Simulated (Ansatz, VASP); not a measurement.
## MgZn2O4 in VASP and in Ansatz

File INCAR:

```
SYSTEM = MgZn2O4
ALGO     = Normal         ! electronic algorithm
EDIFF    = 1E-7           ! SCF threshold, eV
ENCUT    = 520            ! plane-wave cutoff, eV
GGA      = PS             ! functional
ISIF     = 2              ! what is computed and relaxed
ISMEAR   = 0              ! smearing method
ISPIN    = 2              ! spin polarisation
LASPH    = .TRUE.         ! aspherical terms in the spheres
LCHARG   = .FALSE.        ! write CHGCAR
LORBIT   = 11             ! projections on sites
LREAL    = .FALSE.        ! projectors in reciprocal space
LWAVE    = .FALSE.        ! write WAVECAR
MAGMOM   = 0 0 0 1 1 1 1  ! initial moments
NBANDS   = 38             ! bands
NELM     = 150            ! most SCF steps
PREC     = Accurate       ! precision mode
SIGMA    = 0.1            ! smearing width, eV
```

File KPOINTS:

```
k-points
0
G
  8 4 4
  0 0 0
```

The input POSCAR:

```
MgZn2O4
1.0
    2.7141499325      0.0562716383      0.0290361654
    1.4452324449      4.6665017535     -0.0211490765
    0.0772240672      1.0461454601      5.0891512558
Mg Zn O
1 2 4
Direct
    0.5000000000      0.5000000000      0.0000000000
    0.7308020297      0.0602634334      0.7245374704
    0.2691979703      0.9397365666      0.2754625296
    0.8502237923      0.7407438591      0.1395837714
    0.3117921898      0.8122726492      0.6987767341
    0.1497762077      0.2592561409      0.8604162286
    0.6882078102      0.1877273508      0.3012232659
```

Input for Ansatz:

```yaml
crystal:
  lattice:
    - [2.7141499325, 0.0562716383, 0.0290361654]
    - [1.4452324449, 4.6665017535, -0.0211490765]
    - [0.0772240672, 1.0461454601, 5.0891512558]
  atoms:
    - { symbol: Mg, position: [0.5, 0.5, 0.0] }
    - { symbol: Zn, position: [0.7308020297, 0.0602634334, 0.7245374704] }
    - { symbol: Zn, position: [0.2691979703, 0.9397365666, 0.2754625296] }
    - { symbol: O, position: [0.8502237923, 0.7407438591, 0.1395837714], spin: 1.0 }
    - { symbol: O, position: [0.3117921898, 0.8122726492, 0.6987767341], spin: 1.0 }
    - { symbol: O, position: [0.1497762077, 0.2592561409, 0.8604162286], spin: 1.0 }
    - { symbol: O, position: [0.6882078102, 0.1877273508, 0.3012232659], spin: 1.0 }
basis:
  ecutwfc: 420
kpoints:
  mp_grid: { grid: [8, 4, 4] }
hamiltonian:
  xc: pbesol
scf:
  occupations: { method: gaussian, width: 0.1 }
  lower_state_search: "off"
output:
  forces: true
  stress: true
  eigenvalues: true
  populations: true
magnetization:
  spin_polarized: true
```

Alike in both runs: task single point; functional PBEsol; k mesh 8 × 4 × 4; occupations gaussian, width 0.1 eV; collinear spin.

|  | VASP | Ansatz |
| --- | --- | --- |
| version | VASP 6.6.1 | Ansatz 0.2.0 |
| potentials or method | VASP PAW PBE potentials, release 64 (Mg, Zn, O), cutoff 520 eV | scalar-relativistic, plane waves, PAW |
| valence electrons in the cell | 50 | 58 |

Ansatz gave:

```
gap on the k mesh at the Fermi level (eV)                     : none
pressure (GPa)                                                : 43.7
traceless stress, the component that is largest in VASP (GPa) : -20.22
rms of the force components (eV/Å)                            : 1.848
net moment per atom (μB)                                      : 0.22
size of the moment on the site where the two differ most (μB) : 0.27
```

**Question.** Estimate VASP's values.

**Answer.** gap on the k mesh at the Fermi level (eV): none; pressure (GPa): 45.8; traceless stress, the component that is largest in VASP (GPa): -21.19; rms of the force components (eV/Å): 1.941; net moment per atom (μB): 0.22; size of the moment on the site where the two differ most (μB): 0.29.

VASP's potentials were made for PBE, not for PBEsol. Site moments also hang on the region over which each program counts them. Atom by atom the forces differ by 0.116 eV/Å (rms over components). A gap of «none» marks a metal or a gap that the smearing closes. Both programs put the cell under a high pressure, so it lies far from rest at this level. With one functional, cell and mesh, what is left measures potentials, basis and numerics. VASP's potentials hold 50 valence electrons a cell and Ansatz's 58, so a difference there can come from the potentials and not from the codes.
